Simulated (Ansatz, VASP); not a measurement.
# One calculation of MgO, two programs

INCAR

```
SYSTEM = MgO
  ALGO = Normal
  EDIFF = 1E-7
  ENCUT = 520
  GGA = PS
  ISIF = 2
  ISMEAR = 0
  LASPH = .TRUE.
  LCHARG = .FALSE.
  LREAL = .FALSE.
  LWAVE = .FALSE.
  NBANDS = 11
  NELM = 60
  PREC = Accurate
  SIGMA = 0.05
```

File KPOINTS:

```
k-points
0
G
  10 10 10
  0 0 0
```

POSCAR

```
MgO
1.0
    0.0000000000      2.1250890106      2.1250890106
    2.1250890106      0.0000000000      2.1250890106
    2.1250890106      2.1250890106      0.0000000000
Mg O
1 1
Direct
    0.0189270304      0.0189270304     -0.0189270304
    0.4712468609      0.4712468609      0.5287531391
```

Input for Ansatz:

```yaml
crystal:
  lattice:
    - [0.0, 2.1250890106, 2.1250890106]
    - [2.1250890106, 0.0, 2.1250890106]
    - [2.1250890106, 2.1250890106, 0.0]
  atoms:
    - { symbol: Mg, position: [0.0189270304, 0.0189270304, -0.0189270304] }
    - { symbol: O, position: [0.4712468609, 0.4712468609, 0.5287531391] }
basis:
  ecutwfc: 520.0
kpoints:
  mp_grid: { grid: [10, 10, 10] }
hamiltonian:
  xc: pbesol
  pseudopotentials: { kind: paw, azcp: { folder: soft_1 } }
scf:
  occupations: { method: gaussian, width: 0.05 }
output:
  forces: true
  stress: true
  eigenvalues: true
```

Change from the starting cell: mode 6 frozen in at -0.121 Å, equal normal strain along x, y and z +0.0083.

Alike in both runs: task single point; functional PBEsol; k mesh 10 × 10 × 10; occupations gaussian, width 0.05 eV; no spin polarisation.

```csv
,VASP,Ansatz
version,VASP 6.6.1,Ansatz 0.2.0
potentials or method,"VASP PAW PBE potentials, release 64 (Mg, O), cutoff 520 eV","scalar-relativistic, plane waves, PAW"
valence electrons in the cell,8,16
```

Ansatz gave:

| Item | Value |
| --- | --- |
| gap on the k mesh at the Fermi level (eV) | 4.38 |
| least direct gap on the mesh (eV) | 4.38 |
| pressure (GPa) | 0.0 |
| traceless stress, the component that is largest in VASP (GPa) | 9.05 |
| rms of the force components (eV/Å) | 0.725 |

Problem. Estimate VASP's values.

Solution. gap on the k mesh at the Fermi level (eV): 4.37; least direct gap on the mesh (eV): 4.37; pressure (GPa): -0.5; traceless stress, the component that is largest in VASP (GPa): 9.23; rms of the force components (eV/Å): 0.734.

VASP's potentials were made for PBE, not for PBEsol, and Ansatz warns of the same on its side. Atom by atom the forces differ by 0.009 eV/Å (rms over components). VASP's potentials hold 8 valence electrons a cell and Ansatz's 16, so a difference there can come from the potentials and not from the codes.
